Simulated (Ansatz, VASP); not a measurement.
# NiO in VASP and in Ansatz

File INCAR:

```
SYSTEM = NiO
PREC = Accurate
ENCUT = 520
EDIFF = 1E-6
ISMEAR = 0
SIGMA = 0.05
LREAL = .FALSE.
LASPH = .TRUE.
NELM = 100
ALGO = Normal
ISIF = 2
LWAVE = .FALSE.
LCHARG = .FALSE.
GGA = PE
NBANDS = 15
```

Contents of KPOINTS:

```
regular mesh
0
G
  14 14 14
  0 0 0
```

Contents of POSCAR:

```
NiO
1.0
    0.0000000000      2.1084194085      2.1084194085
    2.1084194085      0.0000000000      2.1084194085
    2.1084194085      2.1084194085      0.0000000000
Ni O
1 1
Direct
    0.0000000000      0.0000000000      0.0000000000
    0.5000000000      0.5000000000      0.5000000000
```

Input for Ansatz:

```yaml
crystal:
  lattice:
    - [0.0, 2.1084194085, 2.1084194085]
    - [2.1084194085, 0.0, 2.1084194085]
    - [2.1084194085, 2.1084194085, 0.0]
  atoms:
    - { symbol: Ni, position: [0.0, 0.0, 0.0] }
    - { symbol: O, position: [0.5, 0.5, 0.5] }
basis:
  ecutwfc: 420
  ecutrho_ratio: 4
kpoints:
  mp_grid: { grid: [14, 14, 14] }
hamiltonian:
  xc: pbe
scf:
  occupations: { method: gaussian, width: 0.05 }
output:
  forces: true
  stress: true
  eigenvalues: true
```

Alike in both runs: task single point; functional PBE; k mesh 14 × 14 × 14; occupations gaussian, width 0.05 eV; no spin polarisation.

|  | VASP | Ansatz |
| --- | --- | --- |
| version | VASP 6.6.1 | Ansatz 0.2.0 |
| potentials or method | VASP PAW PBE potentials, release 64 (Ni, O), cutoff 520 eV | scalar-relativistic, plane waves, PAW |
| valence electrons in the cell | 16 | 24 |

|  | VASP | Ansatz | Ansatz less VASP |
| --- | --- | --- | --- |
| gap on the k mesh at the Fermi level (eV) | none | none | - |
| pressure (GPa) | -7.5 | -7.7 | -0.20 |

A gap of «none» marks a metal or a gap that the smearing closes. With one functional, cell and mesh, what is left measures potentials, basis and numerics. VASP's potentials hold 16 valence electrons a cell and Ansatz's 24, so a difference there can come from the potentials and not from the codes.
